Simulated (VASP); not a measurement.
# BiTe (I4/mmm) in VASP: a series of runs, part 2 of 2

VASP 6.6.1. Earlier steps stand in the parts before.

### 3 Single point, PBEsol

This run uses another cell than the first one, of the same volume but with other edges.

The input, INCAR:

```
SYSTEM = BiTe
PREC = Accurate
ENCUT = 520
EDIFF = 1E-6
ISMEAR = 0
SIGMA = 0.15
LREAL = .FALSE.
LASPH = .TRUE.
NELM = 100
ALGO = Normal
ISIF = 2
LWAVE = .FALSE.
LCHARG = .TRUE.
GGA = PS
LELF = .TRUE.
LVHAR = .TRUE.
NBANDS = 18
```

The input, KPOINTS:

```
regular mesh
0
G
  18 18 18
  0 0 0
```

The input, POSCAR:

```
BiTe
1.0
    0.0000000000      3.4732176461      2.7091097640
    3.4732176461      0.0000000000      2.7091097640
    3.4732176461      3.4732176461      0.0000000000
Bi Te
1 1
Direct
    0.0000000000      0.0000000000      0.0000000000
    0.5000000000      0.5000000000      0.5000000000
```

Potentials or basis: VASP PAW PBE potentials, release 64 (Bi_d, Te).

Command:

```
> cat potpaw_PBE.64/Bi_d/POTCAR potpaw_PBE.64/Te/POTCAR > POTCAR
> mpirun -np 1 vasp_std > vasp.out
```

OUTCAR:

```text
SYSTEM = BiTe
   PREC = Accurate
   ENCUT = 520
   EDIFF = 1E-6
   ISMEAR = 0
   LREAL = .FALSE.
   LASPH = .TRUE.
   NELM = 100
   ISIF = 2
   GGA = PS

 ion  position               nearest neighbor table
   1  0.000  0.000  0.000-   2 2.71   2 2.71   2 3.47   2 3.47   2 3.47   2 3.47
   2  0.500  0.500  0.500-   1 2.71   1 2.71   1 3.47   1 3.47   1 3.47   1 3.47

  LATTYP: Found a body centered tetragonal cell.
 ALAT       =     4.9118715002
 C/A-ratio  =     1.1030865787

  Lattice vectors:

 A1 = (   0.0000000000,  -3.4732176461,  -2.7091097640)
 A2 = (   0.0000000000,   3.4732176461,  -2.7091097640)
 A3 = (   3.4732176461,   0.0000000000,   2.7091097640)

Analysis of symmetry for initial positions (statically):
=====================================================================
 Subroutine PRICEL returns:
 Original cell was already a primitive cell.

 Routine SETGRP: Setting up the symmetry group for a
 body centered tetragonal supercell.

 Subroutine GETGRP returns: Found 16 space group operations
 (whereof 16 operations were pure point group operations)
 out of a pool of 16 trial point group operations.

The static configuration has the point symmetry D_4h.

Analysis of symmetry for dynamics (positions and initial velocities):
=====================================================================
 Subroutine PRICEL returns:
 Original cell was already a primitive cell.

 Routine SETGRP: Setting up the symmetry group for a
 body centered tetragonal supercell.

 Subroutine GETGRP returns: Found 16 space group operations
 (whereof 16 operations were pure point group operations)
 out of a pool of 16 trial point group operations.

The dynamic configuration has the point symmetry D_4h.

 Subroutine INISYM returns: Found 16 space group operations
 (whereof 16 operations are pure point group operations),
 and found     1 'primitive' translations

----------------------------------------------------------------------------------------

                                     Primitive cell

  volume of cell :      65.3613

  direct lattice vectors                    reciprocal lattice vectors
     0.000000000  3.473217646  2.709109764    -0.143958730  0.143958730  0.184562474
     3.473217646  0.000000000  2.709109764     0.143958730 -0.143958730  0.184562474
     3.473217646  3.473217646  0.000000000     0.143958730  0.143958730 -0.184562474

  length of vectors
     4.404828774  4.404828774  4.911871500     0.274793629  0.274793629  0.274793629

  position of ions in fractional coordinates (direct lattice)
     0.000000000  0.000000000  0.000000000
     0.500000000  0.500000000  0.500000000

  ion indices of the primitive-cell ions
   primitive index   ion index
                 1           1
                 2           2

----------------------------------------------------------------------------------------

 KPOINTS: regular mesh

Automatic generation of k-mesh.
 Grid dimensions read from file:
 generate k-points for:   18   18   18

 Generating k-lattice:

  Cartesian coordinates                     Fractional coordinates (reciprocal lattice)
    -0.007997707  0.007997707  0.010253471     0.055555556  0.000000000  0.000000000
     0.007997707 -0.007997707  0.010253471     0.000000000  0.055555556  0.000000000
     0.007997707  0.007997707 -0.010253471     0.000000000  0.000000000  0.055555556

  Length of vectors
     0.015266313  0.015266313  0.015266313

  Shift w.r.t. Gamma in fractional coordinates (k-lattice)
     0.000000000  0.000000000  0.000000000

 Subroutine IBZKPT returns following result:
 ===========================================

 Found    480 irreducible k-points:

 Following reciprocal coordinates:
            Coordinates               Weight
  0.000000  0.000000  0.000000      1.000000
  0.055556  0.000000  0.000000      8.000000
  0.111111  0.000000  0.000000      8.000000
  0.166667  0.000000  0.000000      8.000000
  0.222222  0.000000  0.000000      8.000000
  0.277778  0.000000  0.000000      8.000000
[... 16 lines left out ...]
 -0.277778  0.055556  0.000000      8.000000
 -0.222222  0.055556  0.000000      8.000000
 [... further k-points ...]
   k-points           NKPTS =    480   k-points in BZ     NKDIM =    480   number of bands    NBANDS=     18
   number of dos      NEDOS =    301   number of ions     NIONS =      2
   total plane-waves  NPLWV =  51840
   dimension x,y,z NGX =    36 NGY =   36 NGZ =   40
   dimension x,y,z NGXF=    72 NGYF=   72 NGZF=   80
   ions per type =               1   1
   NGX,Y,Z   is equivalent  to a cutoff of  13.59, 13.59, 13.54 a.u.
   NGXF,Y,Z  is equivalent  to a cutoff of  27.17, 27.17, 27.08 a.u.
 SYSTEM =  BiTe
   PREC   = accura    normal or accurate (medium, high low for compatibility)
   ISTART =      0    job   : 0-new  1-cont  2-samecut
   ICHARG =      2    charge: 1-file 2-atom 10-const
   ISPIN  =      1    spin polarized calculation?
   LNONCOLLINEAR =      F non collinear calculations
   LSORBIT =      F    spin-orbit coupling
   LASPH  =      T    aspherical Exc in radial PAW
   ENCUT  =  520.0 eV  38.22 Ry    6.18 a.u.   8.19  8.19  9.13*2*pi/ulx,y,z
   NELM   =    100;   NELMIN=  2; NELMDL= -5     # of ELM steps
   EDIFF  = 0.1E-05   stopping-criterion for ELM
   LREAL  =      F    real-space projection
   EDIFFG = 0.1E-04   stopping-criterion for IOM
   NSW    =      0    number of steps for IOM
   IBRION =     -1    ionic relax: 0-MD 1-quasi-New 2-CG
   NFREE  =      0    steps in history (QN), initial steepest desc. (CG)
   ISIF   =      2    stress and relaxation
   ISYM   =      2    0-nonsym 1-usesym 2-fastsym
   POTIM  = 0.5000    time-step for ionic-motion
   TEBEG  =    0.0;   TEEND  =   0.0 temperature during run
   PSTRESS=    0.0 pullay stress
   NELECT =      21.0000    total number of electrons
   NUPDOWN=      -1.0000    fix difference up-down
   EMIN   =  10.00;   EMAX   =-10.00  energy-range for DOS
   EFERMI =   0.00;   METHOD = LEGACY
   ISMEAR =     0;   SIGMA  =   0.15  broadening in eV -4-tet -1-fermi 0-gaus
   EFERMI_NEDOS =   21; number of points for ismear=-14 and -15
   IALGO  =     38    algorithm
   IMIX   =      4    mixing-type and parameters
     AMIX     =   0.40;   BMIX     =  1.00
     AMIX_MAG =   1.60;   BMIX_MAG =  1.00
  volume/ion in A,a.u.               =      32.68       220.54
  Fermi-wavevector in a.u.,A,eV,Ry     =   1.121264  2.118881 17.105681  1.257232
  Thomas-Fermi vector in A             =   2.257916
   LORBIT       =      0    0 simple, 1 ext, 2 COOP (PROOUT), +10 PAW based schemes
   GGA     = PS    functional components
   LHFCALC =     F    Hartree Fock is set to
   AEXX    =    0.0000 exact exchange contribution
   IVDW    =     0    specifies the selected vdW correction
   LEPSILON=     F    determine dielectric tensor
   LRPA    =     F    only Hartree local field effects (RPA)
 non-spin polarized calculation
 Gauss-broadening in eV      SIGMA  =   0.15
  energy-cutoff  :      520.00
  volume of cell :       65.36
 maximum number of plane-waves:      1777
 NGX is ok and might be reduce to    36

 number of electron      20.9999998 magnetization

 Free energy of the ion-electron system (eV)
  ---------------------------------------------------
  ext. energy  EPLUGINS =         0.00000000
  ---------------------------------------------------
  free energy    TOTEN  =        -6.86259005 eV

  energy without entropy =       -6.84393143  energy(sigma->0) =       -6.85326074

 E-fermi :   6.7488     XC(G=0):  -9.6744

 val. band max:        6.7418352213   @ k =  -0.3889   0.0556   0.2222
 cond. band min:       6.7556048698   @ k =   0.3889   0.0556   0.0000
 fundamental gap:      0.0137696484
 Fermi energy:         6.7487517710

 k-point     1 :       0.0000    0.0000    0.0000
  band No.  band energies     occupation
      1     -16.4279      2.00000
      2     -16.3021      2.00000
      3     -16.3021      2.00000
      4     -16.2244      2.00000
      5     -16.2172      2.00000
      6      -7.3669      2.00000
[... 10 lines left out ...]
     17      12.9547      0.00000
     18      13.6211      0.00000
[... 463 lines left out ...]
 k-point    24 :      -0.2222    0.0556    0.0000
  band No.  band energies     occupation
      1     -16.4324      2.00000
      2     -16.2996      2.00000
      3     -16.2992      2.00000
      4     -16.2224      2.00000
      5     -16.2175      2.00000
      6      -6.9098      2.00000
[... 10 lines left out ...]
     17      13.5446      0.00000
     18      14.3143      0.00000

 [... further k-points ...]

------------------------ aborting loop because EDIFF is reached ----------------------------------------

  FORCE on cell =-STRESS in cart. coord.  units (eV):
  Direction    XX          YY          ZZ          XY          YZ          ZX
  --------------------------------------------------------------------------------------
  -------------------------------------------------------------------------------------
  Total       -1.8742481     -1.8742481     14.3515736      0.0000000     -0.0000000      0.0000000
  in kB      -45.9427591    -45.9427591    351.7948755      0.0000000     -0.0000000      0.0000000
  external PRESSURE =      86.6364525 kB  Pullay stress =       0.0000000 kB

 VOLUME and BASIS-vectors are now :
 -----------------------------------------------------------------------------
  energy-cutoff  :      520.00
  volume of cell :       65.36
      direct lattice vectors                 reciprocal lattice vectors
     0.000000000  3.473217646  2.709109764    -0.143958730  0.143958730  0.184562474
     3.473217646  0.000000000  2.709109764     0.143958730 -0.143958730  0.184562474
     3.473217646  3.473217646  0.000000000     0.143958730  0.143958730 -0.184562474

 POSITION                                       TOTAL-FORCE (eV/Angst)
 -----------------------------------------------------------------------------------
      0.00000      0.00000      0.00000         0.000000     -0.000000      0.000000
      3.47322      3.47322      2.70911        -0.000000      0.000000      0.000000
 -----------------------------------------------------------------------------------
    total drift:                                0.000000      0.000000      0.000000

  FREE ENERGIE OF THE ION-ELECTRON SYSTEM (eV)
  ---------------------------------------------------
  free  energy   TOTEN  =        -6.8625900518 eV

  energy  without entropy=       -6.8439314290  energy(sigma->0) =       -6.85326074
```

OSZICAR:

```text
N       E                     dE             d eps       ncg     rms          rms(c)
DAV:   1     0.162117941214E+03    0.16212E+03   -0.98997E+03 17290   0.113E+03
DAV:   2     0.541485329518E+01   -0.15670E+03   -0.15276E+03 18482   0.310E+02
DAV:   3    -0.655707343076E+01   -0.11972E+02   -0.11815E+02 21582   0.905E+01
DAV:   4    -0.689425743261E+01   -0.33718E+00   -0.33615E+00 21488   0.162E+01
DAV:   5    -0.690829478630E+01   -0.14037E-01   -0.14036E-01 24116   0.310E+00    0.785E+00
DAV:   6    -0.686506788357E+01    0.43227E-01   -0.97398E-02 23808   0.214E+00    0.481E+00
DAV:   7    -0.686317028816E+01    0.18976E-02   -0.27939E-02 20610   0.984E-01    0.715E-01
DAV:   8    -0.686254528862E+01    0.62500E-03   -0.47316E-03 20510   0.467E-01    0.174E-01
DAV:   9    -0.686259278050E+01   -0.47492E-04   -0.41161E-04 19854   0.122E-01    0.598E-02
DAV:  10    -0.686259139198E+01    0.13885E-05   -0.19868E-05 26032   0.235E-02    0.213E-02
DAV:  11    -0.686259004923E+01    0.13428E-05   -0.31293E-06 18010   0.189E-02    0.160E-03
DAV:  12    -0.686259005175E+01   -0.25270E-08   -0.42436E-07 10120   0.669E-03
   1 F= -.68625901E+01 E0= -.68532607E+01  d E =-.186586E-01
```

stdout:

```text
POSCAR found type information on POSCAR BiTe
 POSCAR found :  2 types and       2 ions
 scaLAPACK will be used
 -----------------------------------------------------------------------------
|                                                                             |
|                                                                             |
|     You enforced a specific xc type in the INCAR file but a different       |
|     I HOPE YOU KNOW WHAT YOU ARE DOING!                                     |
|                                                                             |
 -----------------------------------------------------------------------------

 LDA part: xc-table for (Slater+PW92), standard interpolation
 POSCAR, INCAR and KPOINTS ok, starting setup
 FFT: planning ... GRIDC
 FFT: planning ... GRID_SOFT
 FFT: planning ... GRID
 WAVECAR not read
 entering main loop
```

Wall time 12 min (1 thread of Intel Xeon 8259CL, shared host); peak memory 0.66 GiB.

Results:

```yaml
Free_energy: -6.8626 eV
Pressure: 8.7 GPa
Band_gap_on_the_k_mesh: zero (an odd number of electrons rules out a gap without spin polarisation)
```

Caveat: the cell stands under pressure; the PAW data sets were made with another functional, which shifts forces and pressure a little; spin-orbit coupling is left out, which moves the levels of the heavy elements.
